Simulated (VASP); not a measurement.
**GaN: relaxation of cell and atoms with PBEsol**

Crystal: GaN.

```
CELL_PARAMETERS angstrom
0.00000 2.25069 2.25069
2.25069 0.00000 2.25069
2.25069 2.25069 0.00000
ATOMIC_POSITIONS crystal
Ga 0.00000 0.00000 0.00000
N 0.25000 0.25000 0.25000
```

| Property | Result |
| --- | --- |
| Program | VASP 6.6.1 |
| Task | relaxation of cell and atoms |
| Functional | PBEsol |
| Potentials or basis | VASP PAW PBE potentials, release 64 (Ga_d, N) |
| Cutoff | 600 eV |
| k mesh | 10 × 10 × 10 |
| Occupations | gaussian, width 0.02 eV |
| Spin | no spin polarisation |
| Dipole correction | no |
| Further INCAR settings | ALGO = Normal; EDIFF = 1e-07; IBRION = 2; EDIFFG = -0.01; NSW = 80; ISIF = 3 |

- Relaxed volume: 11.35 Å³/atom
- Relaxed cell: a = 3.179 Å, b = 3.179 Å, c = 3.179 Å, α = 60.00°, β = 60.00°, γ = 60.00°
- Space group after relaxing (to 0.05 Å): F-43m (No. 216)
- Energy gained by relaxing: 0.1 meV/atom
- Ionic steps: 3
- Pressure after relaxing: -0.1 GPa
- Band gap on the k mesh: 1.73 eV, direct

Step by step:
```csv
step,energy change (eV),largest force (eV/Å),pressure (GPa),volume (Å³)
1,0.0000,0.0000,-0.81,22.80
2,0.0000,0.0000,0.79,22.61
3,-0.0002,0.0000,-0.09,22.71
```

Final structure:
```cif
data_structure
_symmetry_space_group_name_H-M 'P 1'
_symmetry_Int_Tables_number 1
_cell_length_a 3.1785
_cell_length_b 3.1785
_cell_length_c 3.1785
_cell_angle_alpha 60.000
_cell_angle_beta 60.000
_cell_angle_gamma 60.000
_cell_volume 22.71
loop_
_atom_site_label
_atom_site_type_symbol
_atom_site_fract_x
_atom_site_fract_y
_atom_site_fract_z
_atom_site_occupancy
Ga1 Ga 0.00000 0.00000 0.00000 1
N1 N 0.25000 0.25000 0.25000 1
```

Levels at points of the mesh, in eV from the valence-band top:
| k point | band 6 | band 7 | band 8 | band 9 | band 10 | band 11 | band 12 | band 13 |
| --- | --- | --- | --- | --- | --- | --- | --- | --- |
| (0.00, 0.00, 0.00) | -13.08 | 0.00 | 0.00 | 0.00 | 1.73 | 10.25 | 10.25 | 10.25 |
| (0.50, 0.00, 0.00) | -11.83 | -7.17 | -0.99 | -0.99 | 4.62 | 8.67 | 10.31 | 10.31 |
| (0.50, 0.50, 0.00) | -11.40 | -6.21 | -2.76 | -2.76 | 3.23 | 6.61 | 11.63 | 13.96 |

Wall time 37 s on 1 thread of Intel(R) Xeon(R) Platinum 8488C (Sapphire Rapids) (shared host), peak memory 0.16 GiB.

Caveat: the PAW data sets were made with another functional, which shifts forces and pressure a little. Expect the measured gap to be larger: semilocal functionals such as PBEsol lack the derivative discontinuity.
